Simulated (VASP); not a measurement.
# Au (Pm-3n) in VASP: single point with PBE

Aim: the single point of Au with PBE.

All numbers are computed with VASP 6.6.1; they aren't measurements. Logs are shortened: lines on timing, memory, paths and dates and some standing lists are left out, and cuts for length are marked.

## (1) The cell of the first run

Symmetry: Pm-3n, No. 223, cubic system. Conventional cell: a = 5.301 Å, b = 5.301 Å, c = 5.301 Å, α = 90.00°, β = 90.00°, γ = 90.00°. Within 3.9 Å of Au (site symmetry m-3) lie 12 Au at 2.96 Å. Within 3.5 Å of Au (site symmetry -4m2) lie 14 Au at 2.65 to 3.25 Å.

## (2) Single point, PBE

INCAR

```
SYSTEM = Au
PREC = Accurate ; ENCUT = 520
EDIFF = 1E-7 ; ISMEAR = 0
SIGMA = 0.1 ; LREAL = .False.
LASPH = .True. ; NELM = 60
ALGO = Fast ; ISIF = 2
LWAVE = .False. ; LCHARG = .False.
GGA = PE ; NBANDS = 54
```

KPOINTS

```
Automatic mesh
0
Gamma
  8 8 8
  0 0 0
```

POSCAR

```
Au
1.0
    5.3008046707      0.0000000000      0.0000000000
    0.0000000000      5.3008046707      0.0000000000
    0.0000000000      0.0000000000      5.3008046707
Au
8
Direct
    0.5000000000      0.5000000000      0.5000000000
    0.0000000000      0.0000000000      0.0000000000
    0.2500000000      0.0000000000      0.5000000000
    0.5000000000      0.2500000000      0.0000000000
    0.5000000000      0.7500000000      0.0000000000
    0.7500000000      0.0000000000      0.5000000000
    0.0000000000      0.5000000000      0.7500000000
    0.0000000000      0.5000000000      0.2500000000
```

Potentials or basis: VASP PAW PBE potentials, release 64 (Au).

Run with:

```bash
$ cat potpaw_PBE.64/Au/POTCAR > POTCAR
$ mpirun -np 1 vasp_std > vasp.out
```

OUTCAR:

```text
SYSTEM = Au
   PREC = Accurate
   ENCUT = 520
   EDIFF = 1E-7
   ISMEAR = 0
   LREAL = .False.
   LASPH = .True.
   NELM = 60
   ISIF = 2
   GGA = PE

 ion  position               nearest neighbor table
   1  0.500  0.500  0.500-   3 2.96   4 2.96   5 2.96   6 2.96   7 2.96   8 2.96   4 2.96   5 2.96
                             3 2.96   6 2.96   7 2.96   8 2.96
   2  0.000  0.000  0.000-   3 2.96   4 2.96   5 2.96   6 2.96   7 2.96   8 2.96   3 2.96   6 2.96
                             7 2.96   8 2.96   4 2.96   5 2.96
   3  0.250  0.000  0.500-   6 2.65   6 2.65   1 2.96   2 2.96   1 2.96   2 2.96   8 3.25   5 3.25
                             4 3.25   5 3.25   4 3.25   7 3.25   8 3.25   7 3.25
   4  0.500  0.250  0.000-   5 2.65   5 2.65   1 2.96   1 2.96   2 2.96   2 2.96   8 3.25   3 3.25
                             3 3.25   6 3.25   6 3.25   7 3.25   7 3.25   8 3.25
   5  0.500  0.750  0.000-   4 2.65   4 2.65   1 2.96   1 2.96   2 2.96   2 2.96   8 3.25   3 3.25
                             3 3.25   6 3.25   6 3.25   7 3.25   7 3.25   8 3.25
   6  0.750  0.000  0.500-   3 2.65   3 2.65   1 2.96   2 2.96   1 2.96   2 2.96   8 3.25   4 3.25
                             4 3.25   5 3.25   5 3.25   7 3.25   8 3.25   7 3.25
   7  0.000  0.500  0.750-   8 2.65   8 2.65   1 2.96   2 2.96   2 2.96   1 2.96   3 3.25   4 3.25
                             5 3.25   3 3.25   6 3.25   6 3.25   4 3.25   5 3.25
   8  0.000  0.500  0.250-   7 2.65   7 2.65   1 2.96   2 2.96   2 2.96   1 2.96   3 3.25   4 3.25
                             5 3.25   3 3.25   6 3.25   6 3.25   4 3.25   5 3.25

  LATTYP: Found a simple cubic cell.
 ALAT       =     5.3008046707

  Lattice vectors:

 A1 = (   5.3008046707,   0.0000000000,   0.0000000000)
 A2 = (   0.0000000000,   5.3008046707,   0.0000000000)
 A3 = (   0.0000000000,   0.0000000000,   5.3008046707)

Analysis of symmetry for initial positions (statically):
=====================================================================
 Subroutine PRICEL returns:
 Original cell was already a primitive cell.

 Routine SETGRP: Setting up the symmetry group for a
 simple cubic supercell.

 Subroutine GETGRP returns: Found 48 space group operations
 (whereof 24 operations were pure point group operations)
 out of a pool of 48 trial point group operations.

The static configuration has the point symmetry T_h .
 The point group associated with its full space group is O_h .

Analysis of symmetry for dynamics (positions and initial velocities):
=====================================================================
 Subroutine PRICEL returns:
 Original cell was already a primitive cell.

 Routine SETGRP: Setting up the symmetry group for a
 simple cubic supercell.

 Subroutine GETGRP returns: Found 48 space group operations
 (whereof 24 operations were pure point group operations)
 out of a pool of 48 trial point group operations.

The dynamic configuration has the point symmetry T_h .
 The point group associated with its full space group is O_h .

 Subroutine INISYM returns: Found 48 space group operations
 (whereof 24 operations are pure point group operations),
 and found     1 'primitive' translations

----------------------------------------------------------------------------------------

                                     Primitive cell

  volume of cell :     148.9448

  direct lattice vectors                    reciprocal lattice vectors
     5.300804671  0.000000000  0.000000000     0.188650603  0.000000000  0.000000000
     0.000000000  5.300804671  0.000000000     0.000000000  0.188650603  0.000000000
     0.000000000  0.000000000  5.300804671     0.000000000  0.000000000  0.188650603

  length of vectors
     5.300804671  5.300804671  5.300804671     0.188650603  0.188650603  0.188650603

  position of ions in fractional coordinates (direct lattice)
     0.500000000  0.500000000  0.500000000
     0.000000000  0.000000000  0.000000000
     0.250000000  0.000000000  0.500000000
     0.500000000  0.250000000  0.000000000
     0.500000000  0.750000000  0.000000000
     0.750000000  0.000000000  0.500000000
     0.000000000  0.500000000  0.750000000
     0.000000000  0.500000000  0.250000000

  ion indices of the primitive-cell ions
   primitive index   ion index
                 1           1
                 2           2
                 3           3
                 4           4
                 5           5
                 6           6
                 7           7
                 8           8

----------------------------------------------------------------------------------------

 KPOINTS: Automatic mesh

Automatic generation of k-mesh.
 Grid dimensions read from file:
 generate k-points for:    8    8    8

 Generating k-lattice:

  Cartesian coordinates                     Fractional coordinates (reciprocal lattice)
     0.023581325  0.000000000  0.000000000     0.125000000  0.000000000  0.000000000
     0.000000000  0.023581325  0.000000000     0.000000000  0.125000000  0.000000000
     0.000000000  0.000000000  0.023581325     0.000000000  0.000000000  0.125000000

  Length of vectors
     0.023581325  0.023581325  0.023581325

  Shift w.r.t. Gamma in fractional coordinates (k-lattice)
     0.000000000  0.000000000  0.000000000

 Subroutine IBZKPT returns following result:
 ===========================================

 Found     35 irreducible k-points:

 Following reciprocal coordinates:
            Coordinates               Weight
  0.000000  0.000000  0.000000      1.000000
  0.125000  0.000000  0.000000      6.000000
  0.250000  0.000000  0.000000      6.000000
  0.375000  0.000000  0.000000      6.000000
  0.500000  0.000000  0.000000      3.000000
  0.125000  0.125000  0.000000     12.000000
[... 16 lines left out ...]
  0.375000  0.375000  0.125000     24.000000
  0.500000  0.375000  0.125000     24.000000
 [... further k-points ...]
   k-points           NKPTS =     35   k-points in BZ     NKDIM =     35   number of bands    NBANDS=     54
   number of dos      NEDOS =    301   number of ions     NIONS =      8
   total plane-waves  NPLWV =  64000
   dimension x,y,z NGX =    40 NGY =   40 NGZ =   40
   dimension x,y,z NGXF=    80 NGYF=   80 NGZF=   80
   ions per type =               8
   NGX,Y,Z   is equivalent  to a cutoff of  12.54, 12.54, 12.54 a.u.
   NGXF,Y,Z  is equivalent  to a cutoff of  25.09, 25.09, 25.09 a.u.
 SYSTEM =  Au
   PREC   = accura    normal or accurate (medium, high low for compatibility)
   ISTART =      0    job   : 0-new  1-cont  2-samecut
   ICHARG =      2    charge: 1-file 2-atom 10-const
   ISPIN  =      1    spin polarized calculation?
   LNONCOLLINEAR =      F non collinear calculations
   LSORBIT =      F    spin-orbit coupling
   LASPH  =      T    aspherical Exc in radial PAW
   ENCUT  =  520.0 eV  38.22 Ry    6.18 a.u.   9.86  9.86  9.86*2*pi/ulx,y,z
   NELM   =     60;   NELMIN=  2; NELMDL= -5     # of ELM steps
   EDIFF  = 0.1E-06   stopping-criterion for ELM
   LREAL  =      F    real-space projection
   EDIFFG = 0.1E-05   stopping-criterion for IOM
   NSW    =      0    number of steps for IOM
   IBRION =     -1    ionic relax: 0-MD 1-quasi-New 2-CG
   NFREE  =      0    steps in history (QN), initial steepest desc. (CG)
   ISIF   =      2    stress and relaxation
   ISYM   =      2    0-nonsym 1-usesym 2-fastsym
   POTIM  = 0.5000    time-step for ionic-motion
   TEBEG  =    0.0;   TEEND  =   0.0 temperature during run
   PSTRESS=    0.0 pullay stress
   NELECT =      88.0000    total number of electrons
   NUPDOWN=      -1.0000    fix difference up-down
   EMIN   =  10.00;   EMAX   =-10.00  energy-range for DOS
   EFERMI =   0.00;   METHOD = LEGACY
   ISMEAR =     0;   SIGMA  =   0.10  broadening in eV -4-tet -1-fermi 0-gaus
   EFERMI_NEDOS =   21; number of points for ismear=-14 and -15
   IALGO  =     68    algorithm
   IMIX   =      4    mixing-type and parameters
     AMIX     =   0.40;   BMIX     =  1.00
     AMIX_MAG =   1.60;   BMIX_MAG =  1.00
  volume/ion in A,a.u.               =      18.62       125.64
  Fermi-wavevector in a.u.,A,eV,Ry     =   1.373706  2.595929 25.675136  1.887069
  Thomas-Fermi vector in A             =   2.499199
   LORBIT       =      0    0 simple, 1 ext, 2 COOP (PROOUT), +10 PAW based schemes
   GGA     = PE    functional components
   LHFCALC =     F    Hartree Fock is set to
   AEXX    =    0.0000 exact exchange contribution
   IVDW    =     0    specifies the selected vdW correction
   LEPSILON=     F    determine dielectric tensor
   LRPA    =     F    only Hartree local field effects (RPA)
 non-spin polarized calculation
 RMM-DIIS sequential band-by-band and
 Gauss-broadening in eV      SIGMA  =   0.10
  energy-cutoff  :      520.00
  volume of cell :      148.94
 maximum number of plane-waves:      4032
 NGX is ok and might be reduce to    40
   NGX = 19   NGY = 19   NGZ = 19

 number of electron      88.0000018 magnetization

 Free energy of the ion-electron system (eV)
  ---------------------------------------------------
  ext. energy  EPLUGINS =         0.00000000
  ---------------------------------------------------
  free energy    TOTEN  =       -24.79542737 eV

  energy without entropy =      -24.78113575  energy(sigma->0) =      -24.78828156

 E-fermi :   8.0713     XC(G=0): -12.1750

 val. band max:        8.0271870358   @ k =   0.3750   0.2500   0.1250
 cond. band min:       8.0961818010   @ k =   0.3750   0.2500   0.1250
 fundamental gap:      0.0689947651
 Fermi energy:         8.0712645465

 k-point     1 :       0.0000    0.0000    0.0000
  band No.  band energies     occupation
      1      -0.9289      2.00000
      2       1.1926      2.00000
      3       1.1926      2.00000
      4       2.2005      2.00000
      5       2.2163      2.00000
      6       2.4570      2.00000
[... 46 lines left out ...]
     53      13.8171      0.00000
     54      14.5908      0.00000
[... 1309 lines left out ...]
     53      15.1773      0.00000
     54      15.7449      0.00000

 [... further k-points ...]

------------------------ aborting loop because EDIFF is reached ----------------------------------------

  FORCE on cell =-STRESS in cart. coord.  units (eV):
  Direction    XX          YY          ZZ          XY          YZ          ZX
  --------------------------------------------------------------------------------------
  -------------------------------------------------------------------------------------
  Total       -0.2099556     -0.2099556     -0.2099556     -0.0000000     -0.0000000     -0.0000000
  in kB       -2.2584610     -2.2584610     -2.2584610     -0.0000000     -0.0000000     -0.0000000
  external PRESSURE =      -2.2584610 kB  Pullay stress =       0.0000000 kB

 VOLUME and BASIS-vectors are now :
 -----------------------------------------------------------------------------
  energy-cutoff  :      520.00
  volume of cell :      148.94
      direct lattice vectors                 reciprocal lattice vectors
     5.300804671  0.000000000  0.000000000     0.188650603  0.000000000  0.000000000
     0.000000000  5.300804671  0.000000000     0.000000000  0.188650603  0.000000000
     0.000000000  0.000000000  5.300804671     0.000000000  0.000000000  0.188650603

 POSITION                                       TOTAL-FORCE (eV/Angst)
 -----------------------------------------------------------------------------------
      2.65040      2.65040      2.65040         0.000000      0.000000      0.000000
      0.00000      0.00000      0.00000         0.000000      0.000000      0.000000
      1.32520      0.00000      2.65040        -0.000000     -0.000000      0.000000
      2.65040      1.32520      0.00000        -0.000000      0.000000     -0.000000
      2.65040      3.97560      0.00000         0.000000     -0.000000     -0.000000
      3.97560      0.00000      2.65040         0.000000      0.000000      0.000000
      0.00000      2.65040      3.97560        -0.000000      0.000000     -0.000000
      0.00000      2.65040      1.32520         0.000000     -0.000000      0.000000
 -----------------------------------------------------------------------------------
    total drift:                               -0.000000     -0.000000      0.000000

  FREE ENERGIE OF THE ION-ELECTRON SYSTEM (eV)
  ---------------------------------------------------
  free  energy   TOTEN  =       -24.7954273685 eV

  energy  without entropy=      -24.7811357452  energy(sigma->0) =      -24.78828156
```

Run time: 3.3 min. Hardware: 1 thread of Intel Xeon Platinum 8375C at 2.90GHz (Ice Lake), shared host; peak memory 0.35 GiB.

What came out:

| Item | Value |
| --- | --- |
| Free energy | -24.7954 eV |
| Pressure | -0.2 GPa |
| Band gap on the k mesh | zero (band 44 reaches 8.99 eV, above the bottom of band 45 at 6.81 eV) |

Caveat: spin-orbit coupling is left out, which moves the levels of the heavy elements.
